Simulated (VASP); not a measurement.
A run of VASP 6.6.1 is set up as follows.

INCAR

```
SYSTEM = SiC
PREC     = Accurate       ! precision mode
ENCUT    = 600            ! plane-wave cutoff, eV
EDIFF    = 1E-7           ! SCF threshold, eV
ISMEAR   = 0              ! smearing method
SIGMA    = 0.02           ! smearing width, eV
LREAL    = .FALSE.        ! projectors in reciprocal space
LASPH    = .TRUE.         ! aspherical terms in the spheres
NELM     = 80             ! most SCF steps
ALGO     = Normal         ! electronic algorithm
ISIF     = 3              ! what is computed and relaxed
LWAVE    = .FALSE.        ! write WAVECAR
LCHARG   = .FALSE.        ! write CHGCAR
GGA      = PE             ! functional
IBRION   = 2              ! ionic algorithm
NSW      = 100            ! ionic steps
EDIFFG   = -0.01          ! ionic threshold
```

Contents of KPOINTS:

```
regular mesh
0
G
  12 12 6
  0 0 0
```

POSCAR

```
SiC
1.0
    3.0966243104      0.0000000000      0.0000000000
   -1.5483121552      2.6817553188      0.0000000000
    0.0000000000      0.0000000000      5.0123722027
Si C
1 1
Direct
    0.3333333333      0.6666666667      0.0000000000
    0.6666666667      0.3333333333      0.0000000000
```

Potentials or basis: VASP PAW PBE potentials, release 64 (Si, C).

Command:

```bash
$ cat potpaw_PBE.64/Si/POTCAR potpaw_PBE.64/C/POTCAR > POTCAR
$ mpirun -np 1 vasp_std > vasp.out
```

Task: Estimate the space group after relaxing (to 0.05 Å).

Result: P-6m2 (No. 187).

Task: Estimate the relaxed cell.

Result: a = 3.096 Å, b = 3.096 Å, c = 5.012 Å, α = 90.00°, β = 90.00°, γ = 120.00°.

Task: Estimate the relaxed volume.

Result: 20.80 Å³/atom.

Task: What does it give for the band gap on the k mesh?

Result: 2.15 eV, indirect (least direct gap 2.38 eV).

Final structure:
```xyz
2
Lattice="3.0956 0.0000 0.0000 -1.5478 2.6808 0.0000 0.0000 0.0000 5.0119" Properties=species:S:1:pos:R:3 pbc="T T T"
Si    0.0000    1.7872    0.0000
C     1.5478    0.8936    5.0119
```

A k mesh can miss the band edges. A hybrid or GW would open this gap; PBE tends to underestimate it.
